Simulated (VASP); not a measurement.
Crystal: GaN.

```
CELL_PARAMETERS angstrom
0.00000 2.13524 2.13524
2.13524 0.00000 2.13524
2.13524 2.13524 0.00000
ATOMIC_POSITIONS crystal
Ga 0.00000 0.00000 0.00000
N 0.50000 0.50000 0.50000
```

| Property | Result |
| --- | --- |
| Program | VASP 6.6.1 |
| Task | relaxation of cell and atoms |
| Functional | RPBE |
| Potentials or basis | VASP PAW PBE potentials, release 64 (Ga_d, N) |
| Cutoff | 600 eV |
| k mesh | 11 × 11 × 11 |
| Occupations | fermi-dirac, width 0.05 eV |
| Spin | no spin polarisation |

At the start: pressure 4.9 GPa; volume 9.74 Å³/atom.

Task: How do energy, volume and symmetry change on relaxing?

Result: Over 5 steps the energy falls by 3.5 meV/atom and the volume is 9.98 Å³/atom (+2.5 %); space group Fm-3m (No. 225, to 0.05 Å).

The path:
```csv
step,energy change (eV),largest force (eV/Å),pressure (GPa),volume (Å³)
1,0.0000,0.0000,4.90,19.47
2,-0.0028,0.0000,-3.45,20.32
3,-0.0070,0.0000,0.42,19.94
4,-0.0070,0.0000,-0.46,19.98
5,-0.0070,0.0000,-0.14,19.96
```

Final structure:
```
Ga N
1.0
     0.00000    2.15297    2.15297
     2.15297    0.00000    2.15297
     2.15297    2.15297    0.00000
Ga N
1 1
Direct
  0.00000 0.00000 0.00000
  0.50000 0.50000 0.50000
```

Caveat: the PAW data sets were made with another functional, which shifts forces and pressure a little.
